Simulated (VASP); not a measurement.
Here is a VASP 6.6.1 calculation.

Contents of INCAR:

```
  PREC = Accurate
  ENCUT = 520
  EDIFF = 1E-6
  ISMEAR = 0
  SIGMA = 0.05
  LREAL = False
  LASPH = True
  NELM = 80
  ALGO = Normal
  ISIF = 2
  LWAVE = False
  LCHARG = False
  GGA = PE
  NBANDS = 36
```

The input KPOINTS:

```
Automatic mesh
0
Gamma
  12 12 2
```

The input POSCAR:

```
C
1.0
    2.5205457478      0.0000000000      0.0000000000
   -1.2602728739      2.1828566490      0.0000000000
    0.0000000000      0.0000000000     12.8952000000
C
12
Direct
    0.0000000000      0.0000000000      0.1868593266
    0.0000000000      0.0000000000      0.6868593266
    0.0000000000      0.0000000000      0.3131406734
    0.0000000000      0.0000000000      0.8131406734
    0.3333333333      0.6666666667      0.5207665411
    0.6666666667      0.3333333333      0.0207665411
    0.3333333333      0.6666666667      0.9792334589
    0.6666666667      0.3333333333      0.4792334589
    0.3333333333      0.6666666667      0.6450950823
    0.6666666667      0.3333333333      0.1450950823
    0.3333333333      0.6666666667      0.8549049177
    0.6666666667      0.3333333333      0.3549049177
```

Potentials or basis: VASP PAW PBE potentials, release 64 (C).

Launch:

```sh
$ cat potpaw_PBE.64/C/POTCAR > POTCAR
$ mpirun -np 1 vasp_std > vasp.out
```

**Question.** Estimate the band gap on the k mesh.

**Answer.** 4.41 eV, indirect (least direct gap 4.53 eV).

**Question.** What does it give for the pressure?

**Answer.** -13.7 GPa.

**Question.** Predict the largest force.

**Answer.** 0.100 eV/Å.

Forces on the atoms (eV/Å):
```
C    0.000  0.000 -0.072
C    0.000  0.000 -0.072
C    0.000  0.000  0.072
C    0.000  0.000  0.072
C    0.000  0.000 -0.028
C    0.000  0.000 -0.028
C    0.000  0.000  0.028
C    0.000  0.000  0.028
C    0.000  0.000  0.100
C    0.000  0.000  0.100
C    0.000  0.000 -0.100
C    0.000  0.000 -0.100
```

A k mesh can miss the band edges. PBE gaps usually lie below the measured ones, often by a third to a half.
